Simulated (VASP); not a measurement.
# CO2 (Pbcn) in VASP: electric field gradients with PBE

Aim: the electric field gradients of CO2 with PBE.

Program: VASP 6.6.1. These are calculated values, not measurements. Logs are shortened: lines on timing, memory, paths and dates and some standing lists are left out, and cuts for length are marked.

### Step 1. The cell of the first run

Symmetry: Pbcn, No. 60, orthorhombic system. The conventional cell has a = 4.344 Å, b = 6.111 Å, c = 4.285 Å, α = 90.00°, β = 90.00°, γ = 90.00°. Within 1.6 Å of C (site symmetry 2) lie 2 O at 1.16 Å. Within 1.6 Å of O (site symmetry 1) lie 1 C at 1.16 Å.

### Step 2. Electric field gradients, PBE

File INCAR:

```
PREC = Accurate ; ENCUT = 910
EDIFF = 1E-8 ; ISMEAR = 0
SIGMA = 0.01 ; LREAL = Auto
LASPH = T ; NELM = 120
ALGO = Normal ; ISIF = 2
LWAVE = F ; LCHARG = F
GGA = PE ; LEFG = T
NBANDS = 82 ; GGA_COMPAT = F
```

File KPOINTS:

```
regular mesh
0
Gamma
  4 4 4
```

File POSCAR:

```
CO2
1.0
    0.0000000000      6.1110000000      4.2850000000
    4.3441000000      0.0000000000      4.2850000000
    4.3441000000      6.1110000000      0.0000000000
C O
8 16
Direct
    0.3069914276      0.9430085724      0.0569914276
    0.8069914276      0.4430085724      0.5569914276
    0.1930085724      0.5569914276      0.9430085724
    0.6930085724      0.0569914276      0.4430085724
    0.6930085724      0.0569914276      0.9430085724
    0.1930085724      0.5569914276      0.4430085724
    0.3069914276      0.9430085724      0.5569914276
    0.8069914276      0.4430085724      0.0569914276
    0.2608240223      0.1237324313      0.1082876497
    0.7608240223      0.6237324313      0.6082876497
    0.3737324313      0.5108240223      0.7571558967
    0.8737324313      0.0108240223      0.2571558967
    0.0071558967      0.6082876497      0.1237324313
    0.5071558967      0.1082876497      0.6237324313
    0.8582876497      0.2571558967      0.5108240223
    0.3582876497      0.7571558967      0.0108240223
    0.2391759777      0.3762675687      0.3917123503
    0.7391759777      0.8762675687      0.8917123503
    0.1262675687      0.9891759777      0.7428441033
    0.6262675687      0.4891759777      0.2428441033
    0.4928441033      0.8917123503      0.3762675687
    0.9928441033      0.3917123503      0.8762675687
    0.6417123503      0.2428441033      0.9891759777
    0.1417123503      0.7428441033      0.4891759777
```

Potentials or basis: VASP PAW PBE potentials, release 64 (C_h, O_h).

Launch:

```bash
cat potpaw_PBE.64/C_h/POTCAR potpaw_PBE.64/O_h/POTCAR > POTCAR
mpirun -np 1 vasp_std > vasp.out
```

OUTCAR:

```text
PREC = Accurate
   ENCUT = 910
   EDIFF = 1E-8
   ISMEAR = 0
   LREAL = Auto
   LASPH = T
   NELM = 120
   ISIF = 2
   GGA = PE

 ion  position               nearest neighbor table
   1  0.307  0.943  0.057-   9 1.16  16 1.16
   2  0.807  0.443  0.557-  10 1.16  15 1.16
   3  0.193  0.557  0.943-  11 1.16  13 1.16
   4  0.693  0.057  0.443-  12 1.16  14 1.16
   5  0.693  0.057  0.943-  18 1.16  23 1.16
   6  0.193  0.557  0.443-  17 1.16  24 1.16
   7  0.307  0.943  0.557-  19 1.16  21 1.16
   8  0.807  0.443  0.057-  20 1.16  22 1.16
   9  0.261  0.124  0.108-   1 1.16
  10  0.761  0.624  0.608-   2 1.16
  11  0.374  0.511  0.757-   3 1.16
  12  0.874  0.011  0.257-   4 1.16
  13  0.007  0.608  0.124-   3 1.16
  14  0.507  0.108  0.624-   4 1.16
[... 8 lines left out ...]
  23  0.642  0.243  0.989-   5 1.16
  24  0.142  0.743  0.489-   6 1.16

  LATTYP: Found a face centered orthorhombic cell.
 ALAT       =     8.5700000000
 B/A-ratio  =     1.0137922987
 C/A-ratio  =     1.4261376896

  Lattice vectors:

 A1 = (   4.3441000000,   6.1110000000,   0.0000000000)
 A2 = (   0.0000000000,   6.1110000000,   4.2850000000)
 A3 = (   4.3441000000,   0.0000000000,   4.2850000000)

Analysis of symmetry for initial positions (statically):
=====================================================================
 Subroutine PRICEL returns following result:

  LATTYP: Found a simple orthorhombic cell.
 ALAT       =     4.2850000000
 B/A-ratio  =     1.0137922987
 C/A-ratio  =     1.4261376896

  Lattice vectors:

 A1 = (   0.0000000000,   0.0000000000,  -4.2850000000)
 A2 = (  -4.3441000000,   0.0000000000,   0.0000000000)
 A3 = (   0.0000000000,   6.1110000000,   0.0000000000)

   2 primitive cells build up your supercell.

 Routine SETGRP: Setting up the symmetry group for a
 face centered orthorhombic supercell.

 Subroutine GETGRP returns: Found  8 space group operations
 (whereof  2 operations were pure point group operations)
[... 202 lines left out ...]
      2     -20.5140      2.00000
      3     -20.4555      2.00000
      4     -20.4555      2.00000
      5     -20.4555      2.00000
      6     -20.4555      2.00000
[... 1411 lines left out ...]
     75       8.9972      0.00000
     76       8.9972      0.00000
 [bands above 76 left out]

------------------------ aborting loop because EDIFF is reached ----------------------------------------

  FORCE on cell =-STRESS in cart. coord.  units (eV):
  Direction    XX          YY          ZZ          XY          YZ          ZX
  --------------------------------------------------------------------------------------
  -------------------------------------------------------------------------------------
  Total       21.9364822     24.6506224     37.2998896      0.0000000      0.0000000      0.0000000
  in kB      154.4844059    173.5983337    262.6789122      0.0000000      0.0000000      0.0000000
  external PRESSURE =     196.9205506 kB  Pullay stress =       0.0000000 kB

 VOLUME and BASIS-vectors are now :
 -----------------------------------------------------------------------------
  energy-cutoff  :      910.00
  volume of cell :      227.51
      direct lattice vectors                 reciprocal lattice vectors
     0.000000000  6.111000000  4.285000000    -0.115098640  0.081819669  0.116686114
     4.344100000  0.000000000  4.285000000     0.115098640 -0.081819669  0.116686114
     4.344100000  6.111000000  0.000000000     0.115098640  0.081819669 -0.116686114

 POSITION                                       TOTAL-FORCE (eV/Angst)
 -----------------------------------------------------------------------------------
      4.34410      2.22430      5.35625         0.000000      0.007842     -0.000000
      4.34410      8.33530      5.35625         0.000000      0.007842     -0.000000
      6.51615      6.94220      3.21375         0.000000     -0.007842     -0.000000
      2.17205      6.94220      3.21375         0.000000     -0.007842     -0.000000
      4.34410      9.99770      3.21375         0.000000     -0.007842     -0.000000
      4.34410      3.88670      3.21375         0.000000     -0.007842     -0.000000
[... 16 lines left out ...]
      5.35202      9.96636      3.79032         0.034732      0.012493      0.018418
      5.35202      3.85536      3.79032         0.034732      0.012493      0.018418
 -----------------------------------------------------------------------------------
    total drift:                                0.000000      0.000000     -0.000000

  FREE ENERGIE OF THE ION-ELECTRON SYSTEM (eV)
  ---------------------------------------------------
  free  energy   TOTEN  =      -179.5351752089 eV

  energy  without entropy=     -179.5351752089  energy(sigma->0) =     -179.53517521

 Electric field gradients (V/A^2)
---------------------------------------------------------------------
 ion       V_xx      V_yy      V_zz      V_xy      V_xz      V_yz
---------------------------------------------------------------------
   1     -32.850    26.656     6.194    -0.000   -33.282    -0.000
   2     -32.850    26.656     6.194    -0.000   -33.282    -0.000
   3     -32.849    26.656     6.193    -0.000    33.282    -0.000
   4     -32.849    26.656     6.193    -0.000    33.282    -0.000
   5     -32.850    26.656     6.194    -0.000   -33.282    -0.000
   6     -32.850    26.656     6.194    -0.000   -33.282    -0.000
[... 16 lines left out ...]
  23      41.511   -28.145   -13.366    -5.639    44.436    -3.111
  24      41.511   -28.145   -13.366    -5.639    44.436    -3.111
---------------------------------------------------------------------

 Electric field gradients after diagonalization (V/A^2)
 (convention: |V_zz| > |V_xx| > |V_yy|)
----------------------------------------------------------------------
 ion       V_xx      V_yy      V_zz     asymmetry (V_yy - V_xx)/ V_zz
----------------------------------------------------------------------
   1      26.656    25.257   -51.913       0.027
   2      26.656    25.257   -51.913       0.027
   3      26.656    25.257   -51.913       0.027
   4      26.656    25.257   -51.913       0.027
   5      26.656    25.257   -51.913       0.027
   6      26.656    25.257   -51.913       0.027
[... 16 lines left out ...]
  23     -38.152   -28.582    66.734       0.143
  24     -38.152   -28.582    66.734       0.143
----------------------------------------------------------------------

           NMR quadrupolar parameters

 Cq : quadrupolar parameter    Cq=e*Q*V_zz/h
 eta: asymmetry parameters     (V_yy - V_xx)/ V_zz
 Q  : nuclear electric quadrupole moment in mb (millibarn)
----------------------------------------------------------------------
 ion       Cq(MHz)       eta       Q (mb)
----------------------------------------------------------------------
   1      -0.126       0.027       1.000
   2      -0.126       0.027       1.000
   3      -0.126       0.027       1.000
   4      -0.126       0.027       1.000
   5      -0.126       0.027       1.000
   6      -0.126       0.027       1.000
[... 16 lines left out ...]
  23       0.161       0.143       1.000
  24       0.161       0.143       1.000
----------------------------------------------------------------------
```

stdout:

```text
POSCAR found type information on POSCAR C O
 POSCAR found :  2 types and      24 ions
 scaLAPACK will be used
 LDA part: xc-table for (Slater+PW92), standard interpolation
 POSCAR, INCAR and KPOINTS ok, starting setup
 FFT: planning ... GRIDC
 FFT: planning ... GRID_SOFT
 FFT: planning ... GRID
 WAVECAR not read
 entering main loop
ion   1

ion   2

ion   3

ion   4

ion   5

ion   6

ion   7

ion   8

ion   9
     0.0000293    -3.2860604    -1.7180924     6.0254158   -20.8868564   -15.7135609
     0.0000403    -3.2860604    -1.7180924     6.0254157   -20.8868561   -15.7135607
     0.0000555    -3.2860603    -1.7180923     6.0254156   -20.8868555   -15.7135602
     0.0000765    -3.2860601    -1.7180923     6.0254153   -20.8868543   -15.7135593
[... 100 lines left out ...]
     0.0000293    -5.0532530    -2.6579148     9.4034933   -33.1013915   -25.0447802
     0.0000403    -5.0532521    -2.6579143     9.4034916   -33.1013852   -25.0447754
     0.0000555    -5.0532506    -2.6579135     9.4034887   -33.1013746   -25.0447672
     0.0000765    -5.0532482    -2.6579122     9.4034839   -33.1013567   -25.0447534

ion  19
     0.0000293    -3.2860604     1.7180924     6.0254158    20.8868564   -15.7135609
     0.0000403    -3.2860604     1.7180924     6.0254157    20.8868561   -15.7135607
     0.0000555    -3.2860603     1.7180923     6.0254156    20.8868555   -15.7135602
     0.0000765    -3.2860601     1.7180923     6.0254153    20.8868543   -15.7135593

     0.0000293    -5.0532530     2.6579148     9.4034933    33.1013915   -25.0447802
     0.0000403    -5.0532521     2.6579143     9.4034916    33.1013852   -25.0447754
     0.0000555    -5.0532506     2.6579135     9.4034887    33.1013746   -25.0447672
     0.0000765    -5.0532482     2.6579122     9.4034839    33.1013567   -25.0447534

io
```

It took 19 min on 1 thread of Intel Xeon Platinum 8488C (Sapphire Rapids), shared host; peak memory 0.99 GiB.

Results:

```yaml
Free_energy: -179.5352 eV
Pressure: 19.7 GPa
Largest_force: 0.041 eV/Å
Band_gap_on_the_k_mesh: 7.00 eV
Largest_electric_field_gradient_by_atom: C -51.9; O +66.7 V/Å²
```

Forces in eV/Å, atoms in the order of the input:
```
C    0.000  0.008  0.000
C    0.000  0.008  0.000
C    0.000 -0.008  0.000
C    0.000 -0.008  0.000
C    0.000 -0.008  0.000
C    0.000 -0.008  0.000
C    0.000  0.008  0.000
C    0.000  0.008  0.000
O    0.035 -0.012  0.018
O    0.035 -0.012  0.018
O   -0.035  0.012  0.018
O   -0.035  0.012  0.018
O    0.035  0.012 -0.018
O    0.035  0.012 -0.018
O   -0.035 -0.012 -0.018
O   -0.035 -0.012 -0.018
O   -0.035  0.012 -0.018
O   -0.035  0.012 -0.018
O    0.035 -0.012 -0.018
O    0.035 -0.012 -0.018
O   -0.035 -0.012  0.018
O   -0.035 -0.012  0.018
O    0.035  0.012  0.018
O    0.035  0.012  0.018
```

Stress tensor (GPa, compression positive):
```
15.45  0.00  0.00
 0.00 17.36  0.00
 0.00  0.00 26.27
```

Levels at points of the mesh, in eV from the valence-band top:
```tsv
k point	band 60	band 61	band 62	band 63	band 64	band 65	band 66	band 67	band 68	band 69
(0.00, 0.00, 0.00)	-0.23	-0.23	-0.23	-0.12	-0.09	7.10	7.47	7.59	7.59	7.59
(0.50, 0.00, 0.00)	-0.47	-0.19	-0.19	-0.13	-0.13	7.27	7.27	7.51	7.51	7.76
(0.50, 0.50, 0.00)	-0.38	-0.23	-0.23	-0.18	-0.18	7.37	7.37	7.37	7.37	7.39
(0.50, 0.00, 0.50)	-0.26	-0.20	-0.20	-0.20	-0.20	7.20	7.20	7.58	7.58	7.58
(0.00, 0.50, 0.50)	-0.31	-0.31	-0.31	-0.06	-0.06	7.44	7.44	7.44	7.44	7.48
```

Electric field gradients, principal values (V/Å²):
| atom | least | middle | greatest (by size) |
| --- | --- | --- | --- |
| 1 C | 25.257 | 26.656 | -51.913 |
| 2 C | 25.257 | 26.656 | -51.913 |
| 3 C | 25.257 | 26.656 | -51.913 |
| 4 C | 25.257 | 26.656 | -51.913 |
| 5 C | 25.257 | 26.656 | -51.913 |
| 6 C | 25.257 | 26.656 | -51.913 |
| 7 C | 25.257 | 26.656 | -51.913 |
| 8 C | 25.257 | 26.656 | -51.913 |
| 9 O | -28.580 | -38.154 | 66.734 |
| 10 O | -28.580 | -38.154 | 66.734 |
| 11 O | -28.582 | -38.150 | 66.732 |
| 12 O | -28.582 | -38.150 | 66.732 |
| 13 O | -28.583 | -38.150 | 66.733 |
| 14 O | -28.583 | -38.150 | 66.733 |
| 15 O | -28.582 | -38.152 | 66.734 |
| 16 O | -28.582 | -38.152 | 66.734 |
| 17 O | -28.580 | -38.154 | 66.734 |
| 18 O | -28.580 | -38.154 | 66.734 |
| 19 O | -28.582 | -38.150 | 66.732 |
| 20 O | -28.582 | -38.150 | 66.732 |
| 21 O | -28.583 | -38.150 | 66.733 |
| 22 O | -28.583 | -38.150 | 66.733 |
| 23 O | -28.582 | -38.152 | 66.734 |
| 24 O | -28.582 | -38.152 | 66.734 |

Caveat: the stress differs along the axes, from 15 to 26 GPa; this functional lacks dispersion, which holds the molecules together, so the pressure and a relaxed volume are unreliable; without QUAD_EFG the Cq values of the log hold for a quadrupole moment of 1 mb, not for the nuclei. A k mesh can miss the band edges.
